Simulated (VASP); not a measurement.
# AlNi3 (P6_3/mmc) in VASP: single point with r2SCAN

Aim: the single point of AlNi3 with r2SCAN.

Everything below comes from runs of VASP 6.6.1. Logs are shortened: lines on timing, memory, paths and dates and some standing lists are left out, and cuts for length are marked.

## (1) The cell of the first run

Symmetry: P6_3/mmc, No. 194, hexagonal system. Conventional cell: a = 5.009 Å, b = 5.009 Å, c = 4.040 Å, α = 90.00°, β = 90.00°, γ = 120.00°. Al (site symmetry -6m2) has 12 Ni at 2.50 Å within 3.3 Å. Within 3.3 Å of Ni (site symmetry mm2) lie 8 Ni at 2.47 to 2.54 Å and 4 Al at 2.50 Å.

## (2) Single point, r2SCAN, collinear spin, ferromagnetic start

The input, POSCAR:

```
AlNi3
1.0
    5.0091156652      0.0000000000      0.0000000000
   -2.5045578326      4.3380214166      0.0000000000
    0.0000000000      0.0000000000      4.0402563800
Al Ni
2 6
Direct
    0.6666666700      0.3333333300      0.2500000000
    0.3333333300      0.6666666700      0.7500000000
    0.3285200000      0.1642600000      0.7500000000
    0.8357400000      0.1642600000      0.7500000000
    0.8357400000      0.6714800000      0.7500000000
    0.6714800000      0.8357400000      0.2500000000
    0.1642600000      0.8357400000      0.2500000000
    0.1642600000      0.3285200000      0.2500000000
```

The input, INCAR.step1:

```
PREC = Accurate
ENCUT = 520
ISMEAR = 0
SIGMA = 0.1
LREAL = F
LASPH = T
NELM = 150
ISPIN = 2
MAGMOM = 0 0 2 2 2 2 2 2
LMAXMIX = 4
NBANDS = 47
GGA = PE
ALGO = Normal
EDIFF = 1E-4
LWAVE = T
LCHARG = F
```

The input, INCAR.step2:

```
PREC = Accurate
ENCUT = 520
EDIFF = 1E-6
ISMEAR = 0
SIGMA = 0.1
LREAL = F
LASPH = T
NELM = 150
ALGO = Normal
ISIF = 2
LWAVE = F
LCHARG = F
ISPIN = 2
MAGMOM = 0 0 2 2 2 2 2 2
LORBIT = 11
LMAXMIX = 4
METAGGA = R2SCAN
LMIXTAU = T
NBANDS = 47
ISTART = 1
```

The input, KPOINTS:

```
regular mesh
0
Gamma
  6 6 4
```

Potentials or basis: VASP PAW PBE potentials, release 64 (Al, Ni).

The run is started by

```sh
cat potpaw_PBE.64/Al/POTCAR potpaw_PBE.64/Ni/POTCAR > POTCAR
cp INCAR.step1 INCAR
mpirun -np 1 vasp_std > vasp.out
cp INCAR.step2 INCAR
mpirun -np 1 vasp_std > vasp.out
```

OUTCAR:

```text
PREC = Accurate
   ENCUT = 520
   EDIFF = 1E-6
   ISMEAR = 0
   LREAL = F
   LASPH = T
   NELM = 150
   ISIF = 2
   ISPIN = 2
   LORBIT = 11
   METAGGA = R2SCAN
   ISTART = 1

 ion  position               nearest neighbor table
   1  0.667  0.333  0.250-   4 2.50   4 2.50   3 2.50   3 2.50   5 2.50   5 2.50   8 2.50   6 2.50
                             7 2.50   7 2.50   8 2.50   6 2.50
   2  0.333  0.667  0.750-   7 2.50   7 2.50   6 2.50   6 2.50   8 2.50   8 2.50   5 2.50   3 2.50
                             4 2.50   4 2.50   5 2.50   3 2.50
   3  0.329  0.164  0.750-   4 2.47   5 2.47   8 2.47   8 2.47   7 2.47   7 2.47   1 2.50   1 2.50
                             2 2.50   2 2.50   4 2.54   5 2.54
   4  0.836  0.164  0.750-   3 2.47   5 2.47   8 2.47   8 2.47   6 2.47   6 2.47   1 2.50   1 2.50
                             2 2.50   2 2.50   3 2.54   5 2.54
   5  0.836  0.671  0.750-   3 2.47   4 2.47   6 2.47   7 2.47   6 2.47   7 2.47   1 2.50   1 2.50
                             2 2.50   2 2.50   4 2.54   3 2.54
   6  0.671  0.836  0.250-   7 2.47   8 2.47   5 2.47   5 2.47   4 2.47   4 2.47   2 2.50   2 2.50
                             1 2.50   1 2.50   7 2.54   8 2.54
   7  0.164  0.836  0.250-   6 2.47   8 2.47   5 2.47   5 2.47   3 2.47   3 2.47   2 2.50   2 2.50
                             1 2.50   1 2.50   6 2.54   8 2.54
   8  0.164  0.329  0.250-   6 2.47   7 2.47   3 2.47   4 2.47   3 2.47   4 2.47   2 2.50   2 2.50
                             1 2.50   1 2.50   7 2.54   6 2.54

  LATTYP: Found a hexagonal cell.
 ALAT       =     5.0091156652
 C/A-ratio  =     0.8065807719

  Lattice vectors:

 A1 = (   5.0091156652,   0.0000000000,   0.0000000000)
 A2 = (  -2.5045578326,   4.3380214166,   0.0000000000)
 A3 = (   0.0000000000,   0.0000000000,   4.0402563800)

Analysis of symmetry for initial positions (statically):
=====================================================================
 Subroutine PRICEL returns:
 Original cell was already a primitive cell.

 Routine SETGRP: Setting up the symmetry group for a
 hexagonal supercell.

 Subroutine GETGRP returns: Found 24 space group operations
 (whereof 12 operations were pure point group operations)
 out of a pool of 24 trial point group operations.

The static configuration has the point symmetry D_3d.
 The point group associated with its full space group is D_6h.

Analysis of symmetry for dynamics (positions and initial velocities):
=====================================================================
 Subroutine PRICEL returns:
 Original cell was already a primitive cell.

 Routine SETGRP: Setting up the symmetry group for a
 hexagonal supercell.

 Subroutine GETGRP returns: Found 24 space group operations
 (whereof 12 operations were pure point group operations)
 out of a pool of 24 trial point group operations.

The dynamic configuration has the point symmetry D_3d.
 The point group associated with its full space group is D_6h.

Analysis of structural, dynamic, and magnetic symmetry:
=====================================================================
 Subroutine PRICEL returns:
 Original cell was already a primitive cell.

 Routine SETGRP: Setting up the symmetry group for a
 hexagonal supercell.

 Subroutine GETGRP returns: Found 24 space group operations
 (whereof 12 operations were pure point group operations)
 out of a pool of 24 trial point group operations.

The overall configuration has the point symmetry D_3d.
 The point group associated with its full space group is D_6h.

 Subroutine INISYM returns: Found 24 space group operations
 (whereof 12 operations are pure point group operations),
 and found     1 'primitive' translations

----------------------------------------------------------------------------------------

                                     Primitive cell

  volume of cell :      87.7934

  direct lattice vectors                    reciprocal lattice vectors
     5.009115665  0.000000000  0.000000000     0.199636037  0.115259920  0.000000000
    -2.504557833  4.338021417  0.000000000     0.000000000  0.230519839  0.000000000
     0.000000000  0.000000000  4.040256380     0.000000000  0.000000000  0.247509045

  length of vectors
     5.009115665  5.009115665  4.040256380     0.230519839  0.230519839  0.247509045

  position of ions in fractional coordinates (direct lattice)
     0.666666670  0.333333330  0.250000000
     0.333333330  0.666666670  0.750000000
     0.328520000  0.164260000  0.750000000
[... 76 lines left out ...]
   ISTART =      1    job   : 0-new  1-cont  2-samecut
   ICHARG =      0    charge: 1-file 2-atom 10-const
   ISPIN  =      2    spin polarized calculation?
   LNONCOLLINEAR =      F non collinear calculations
   LSORBIT =      F    spin-orbit coupling
   LASPH  =      T    aspherical Exc in radial PAW
   ENCUT  =  520.0 eV  38.22 Ry    6.18 a.u.   9.31  9.31  7.51*2*pi/ulx,y,z
   NELM   =    150;   NELMIN=  2; NELMDL=  0     # of ELM steps
   EDIFF  = 0.1E-05   stopping-criterion for ELM
   LREAL  =      F    real-space projection
   EDIFFG = 0.1E-04   stopping-criterion for IOM
   NSW    =      0    number of steps for IOM
   IBRION =     -1    ionic relax: 0-MD 1-quasi-New 2-CG
   NFREE  =      0    steps in history (QN), initial steepest desc. (CG)
   ISIF   =      2    stress and relaxation
   ISYM   =      2    0-nonsym 1-usesym 2-fastsym
   POTIM  = 0.5000    time-step for ionic-motion
   TEBEG  =    0.0;   TEEND  =   0.0 temperature during run
   PSTRESS=    0.0 pullay stress
   NELECT =      66.0000    total number of electrons
   NUPDOWN=      -1.0000    fix difference up-down
   EMIN   =  10.00;   EMAX   =-10.00  energy-range for DOS
   EFERMI =   0.00;   METHOD = LEGACY
   ISMEAR =     0;   SIGMA  =   0.10  broadening in eV -4-tet -1-fermi 0-gaus
   EFERMI_NEDOS =   21; number of points for ismear=-14 and -15
   IALGO  =     38    algorithm
   IMIX   =      4    mixing-type and parameters
     AMIX     =   0.40;   BMIX     =  1.00
     AMIX_MAG =   1.60;   BMIX_MAG =  1.00
  volume/ion in A,a.u.               =      10.97        74.06
  Fermi-wavevector in a.u.,A,eV,Ry     =   1.488569  2.812987 30.148294  2.215837
  Thomas-Fermi vector in A             =   2.601587
   LORBIT       =     11    0 simple, 1 ext, 2 COOP (PROOUT), +10 PAW based schemes
   METAGGA = R2SCAN    functional components
   LHFCALC =     F    Hartree Fock is set to
   AEXX    =    0.0000 exact exchange contribution
   IVDW    =     0    specifies the selected vdW correction
   LEPSILON=     F    determine dielectric tensor
   LRPA    =     F    only Hartree local field effects (RPA)
 spin polarized calculation
 Gauss-broadening in eV      SIGMA  =   0.10
  energy-cutoff  :      520.00
  volume of cell :       87.79
 maximum number of plane-waves:      2381
 NGX is ok and might be reduce to    40
   NGX = 19   NGY = 19   NGZ = 15

 number of electron      66.0000007 magnetization       1.8353280

 Free energy of the ion-electron system (eV)
  ---------------------------------------------------
  ext. energy  EPLUGINS =         0.00000000
  ---------------------------------------------------
  free energy    TOTEN  =       -88.46676646 eV

  energy without entropy =      -88.42486494  energy(sigma->0) =      -88.44581570

 E-fermi :   9.8465     XC(G=0): -13.9151

 val. band max:        9.8239836010   @ k =   0.1667   0.0000   0.2500
 cond. band min:       9.8537457117   @ k =   0.1667   0.0000   0.2500
 fundamental gap:      0.0297621107
 Fermi energy:         9.8465189256

 spin component 1

 k-point     1 :       0.0000    0.0000    0.0000
  band No.  band energies     occupation
      1      -0.8711      1.00000
      2       3.9385      1.00000
      3       5.3842      1.00000
      4       5.3842      1.00000
      5       5.4922      1.00000
      6       5.5122      1.00000
[... 997 lines left out ...]
     44      20.7804      0.00000
     45      21.3685      0.00000
 Fermi energy:         9.8465189256

 spin component 2

 k-point     1 :       0.0000    0.0000    0.0000
  band No.  band energies     occupation
      1      -0.9915      1.00000
      2       3.9593      1.00000
      3       5.5576      1.00000
      4       5.5576      1.00000
      5       5.6215      1.00000
      6       5.8650      1.00000
[... 997 lines left out ...]
     44      20.7814      0.00000
     45      21.3852      0.00000
 [bands above 45 left out]

------------------------ aborting loop because EDIFF is reached ----------------------------------------

  FORCE on cell =-STRESS in cart. coord.  units (eV):
  Direction    XX          YY          ZZ          XY          YZ          ZX
  --------------------------------------------------------------------------------------
  -------------------------------------------------------------------------------------
  Total        0.2083132      0.2083132      0.3215580     -0.0000000      0.0000000      0.0000000
  in kB        3.8015930      3.8015930      5.8682443     -0.0000000      0.0000000      0.0000000
  external PRESSURE =       4.4904768 kB  Pullay stress =       0.0000000 kB

 VOLUME and BASIS-vectors are now :
 -----------------------------------------------------------------------------
  energy-cutoff  :      520.00
  volume of cell :       87.79
      direct lattice vectors                 reciprocal lattice vectors
     5.009115665  0.000000000  0.000000000     0.199636037  0.115259920  0.000000000
    -2.504557833  4.338021417  0.000000000     0.000000000  0.230519839  0.000000000
     0.000000000  0.000000000  4.040256380     0.000000000  0.000000000  0.247509045

 POSITION                                       TOTAL-FORCE (eV/Angst)
 -----------------------------------------------------------------------------------
      2.50456      1.44601      1.01006         0.000000     -0.000000      0.000000
     -0.00000      2.89201      3.03019        -0.000000      0.000000      0.000000
      1.23420      0.71256      3.03019         0.044316      0.025586      0.000000
      3.77492      0.71256      3.03019        -0.044316      0.025586      0.000000
      2.50456      2.91289      3.03019         0.000000     -0.051172     -0.000000
      1.27036      3.62546      1.01006        -0.044316     -0.025586      0.000000
     -1.27036      3.62546      1.01006         0.044316     -0.025586      0.000000
      0.00000      1.42513      1.01006        -0.000000      0.051172      0.000000
 -----------------------------------------------------------------------------------
    total drift:                                0.000000     -0.000000      0.000000

  FREE ENERGIE OF THE ION-ELECTRON SYSTEM (eV)
  ---------------------------------------------------
  free  energy   TOTEN  =       -88.4667664586 eV

  energy  without entropy=      -88.4248649365  energy(sigma->0) =      -88.44581570

 total charge

# of ion       s       p       d       tot
------------------------------------------
    1        0.403   0.424   0.000   0.828
    2        0.403   0.424   0.000   0.828
    3        0.517   0.565   8.401   9.483
    4        0.517   0.565   8.401   9.483
    5        0.517   0.565   8.401   9.483
    6        0.517   0.565   8.401   9.483
    7        0.517   0.565   8.401   9.483
    8        0.517   0.565   8.401   9.483
--------------------------------------------------
tot          3.906   4.241  50.406  58.553

 magnetization (x)

# of ion       s       p       d       tot
------------------------------------------
    1       -0.002  -0.008   0.000  -0.010
    2       -0.002  -0.008   0.000  -0.010
    3       -0.003  -0.017   0.351   0.331
    4       -0.003  -0.017   0.351   0.331
    5       -0.003  -0.017   0.351   0.331
    6       -0.003  -0.017   0.351   0.331
    7       -0.003  -0.017   0.351   0.331
    8       -0.003  -0.017   0.351   0.331
--------------------------------------------------
tot         -0.020  -0.119   2.105   1.967
```

It took 11 min on 1 thread of Intel Xeon Platinum 8488C (Sapphire Rapids), shared host; peak memory 0.33 GiB.

Results:

```yaml
Free_energy: -88.4668 eV
Pressure: 0.4 GPa
Largest_force: 0.051 eV/Å
Net_moment: 1.84 μB per cell
Site_moments: Al -0.01; Ni +0.33 μB
Valence_electrons_inside_the_program's_atomic_spheres: Al 0.83; Ni 9.48
```

Forces in eV/Å, atoms in the order of the input:
```
Al   0.000  0.000  0.000
Al   0.000  0.000  0.000
Ni   0.044  0.026  0.000
Ni  -0.044  0.026  0.000
Ni   0.000 -0.051  0.000
Ni  -0.044 -0.026  0.000
Ni   0.044 -0.026  0.000
Ni   0.000  0.051  0.000
```

Caveat: the k points lie up to 0.39 Å⁻¹ apart; the PAW data sets were made with another functional, which shifts forces and pressure a little.
